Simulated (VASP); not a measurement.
The system is Ge6N.

```
Ge N
1.0
     0.00000    4.21181    4.21181
     4.21181    0.00000    4.21181
     4.21181    4.21181    0.00000
Ge N
6 1
Cartesian
  5.1832 5.1832 5.1832
  3.2404 3.2404 5.1832
  3.2404 5.1832 3.2404
  5.1832 3.2404 3.2404
  0.0000 0.0000 0.0000
  6.3177 6.3177 6.3177
  2.1059 2.1059 2.1059
```

The cell was built from a structure type or drawn by symmetry, and may not be a known phase.

```yaml
Program: VASP 6.6.1
Task: relaxation of cell and atoms
Functional: PBE
Potentials_or_basis: VASP PAW PBE potentials, release 64 (Ge_d, N)
Cutoff: 600 eV
k_mesh: 4 × 4 × 4
Occupations: gaussian, width 0.1 eV
Spin: no spin polarisation
```

At the start: pressure 22.9 GPa; volume 21.35 Å³/atom.

Task: Where does the relaxation end?

Result: Over 8 steps the energy falls by 871.5 meV/atom and the volume is 26.00 Å³/atom (+21.8 %); space group F-43m (No. 216, to 0.1 Å) before and after.

Step by step:
| step | energy change (eV) | largest force (eV/Å) | pressure (GPa) | volume (Å³) |
| --- | --- | --- | --- | --- |
| 1 | 0.0000 | 11.0405 | 22.93 | 149.43 |
| 2 | 0.3551 | 12.2903 | 7.35 | 225.73 |
| 3 | -6.0087 | 1.2439 | 0.81 | 180.47 |
| 4 | -6.0568 | 0.7659 | 1.02 | 178.37 |
| 5 | -6.0725 | 0.2931 | 1.36 | 176.34 |
| 6 | -6.0713 | 0.4277 | 1.33 | 176.91 |
| 7 | -6.1004 | 0.0679 | 0.00 | 182.39 |
| 8 | -6.1006 | 0.0376 | 0.02 | 182.02 |

Final structure:
```
CELL_PARAMETERS angstrom
0.00000 4.49808 4.49808
4.49808 0.00000 4.49808
4.49808 4.49808 0.00000
ATOMIC_POSITIONS crystal
Ge 0.59906 0.59906 0.59906
Ge 0.59906 0.59906 0.20283
Ge 0.59906 0.20283 0.59906
Ge 0.20283 0.59906 0.59906
Ge 0.00000 0.00000 0.00000
Ge 0.75000 0.75000 0.75000
N 0.25000 0.25000 0.25000
```

Caveat: the volume moved by over 15 % at a fixed basis, so the end points are rough.
